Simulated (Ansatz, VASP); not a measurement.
**SiO2: VASP beside Ansatz**

Contents of INCAR:

```
SYSTEM = SiO2
ALGO     = Normal         ! electronic algorithm
EDIFF    = 1E-6           ! SCF threshold, eV
ENCUT    = 910            ! plane-wave cutoff, eV
GGA      = CA             ! functional
GGA_COMPAT= .FALSE.      
ISIF     = 2              ! what is computed and relaxed
ISMEAR   = 0              ! smearing method
LASPH    = .TRUE.         ! aspherical terms in the spheres
LCHARG   = .FALSE.        ! write CHGCAR
LREAL    = .FALSE.        ! projectors in reciprocal space
LWAVE    = .FALSE.        ! write WAVECAR
NBANDS   = 25             ! bands
NELM     = 120            ! most SCF steps
PREC     = Accurate       ! precision mode
SIGMA    = 0.05           ! smearing width, eV
```

The input KPOINTS:

```
k-points
0
G
  6 6 10
  0 0 0
```

The input POSCAR:

```
SiO2
1.0
    4.4528963112      0.0000000000      0.0000000000
    0.0000000000      4.4528963112      0.0000000000
    0.0000000000      0.0000000000      2.4655686875
Si O
2 4
Direct
    0.5000000000      0.5000000000      0.5000000000
    0.0000000000      0.0000000000      0.0000000000
    0.6944252994      0.6944252994      0.0000000000
    0.1944252994      0.8055747006      0.5000000000
    0.3055747006      0.3055747006      0.0000000000
    0.8055747006      0.1944252994      0.5000000000
```

Input for Ansatz:

```yaml
crystal:
  lattice:
    - [4.4528963112, 0.0, 0.0]
    - [0.0, 4.4528963112, 0.0]
    - [0.0, 0.0, 2.4655686875]
  atoms:
    - { symbol: Si, position: [0.5, 0.5, 0.5] }
    - { symbol: Si, position: [0.0, 0.0, 0.0] }
    - { symbol: O, position: [0.6944252994, 0.6944252994, 0.0] }
    - { symbol: O, position: [0.1944252994, 0.8055747006, 0.5] }
    - { symbol: O, position: [0.3055747006, 0.3055747006, 0.0] }
    - { symbol: O, position: [0.8055747006, 0.1944252994, 0.5] }
basis:
  ecutwfc: 520.0
kpoints:
  mp_grid: { grid: [6, 6, 10] }
hamiltonian:
  xc: lda
  pseudopotentials: { kind: paw, azcp: { folder: soft_1 } }
scf:
  occupations: { method: gaussian, width: 0.05 }
output:
  forces: true
  stress: true
  eigenvalues: true
  write_density: true
  write_potential: true
  elf: true
  volumetric_format: npy
```

Alike in both runs: task single point; functional LDA; k mesh 6 × 6 × 10; occupations gaussian, width 0.05 eV; no spin polarisation.

```csv
,VASP,Ansatz
version,VASP 6.6.1,Ansatz 0.2.0
potentials or method,"VASP PAW LDA potentials, release 64 (Si, O_h), cutoff 910 eV","scalar-relativistic, plane waves, PAW"
valence electrons in the cell,32,32
```

|  | VASP | Ansatz | Ansatz less VASP |
| --- | --- | --- | --- |
| gap on the k mesh at the Fermi level (eV) | 4.89 | 4.89 | -0.004 |
| least direct gap on the mesh (eV) | 4.89 | 4.89 | -0.004 |
| rms of the force components (eV/Å) | 0.735 | 0.758 | +0.0223 |

Ansatz warns that its potentials were made for another functional, while VASP's fit it. LDA's correlation is that of Perdew and Zunger in VASP and of Perdew and Wang (1992) in Ansatz. Atom by atom the forces differ by 0.022 eV/Å (rms over components).

Noted on VASP's run: the cutoff is short for stress, so the pressure is rough.
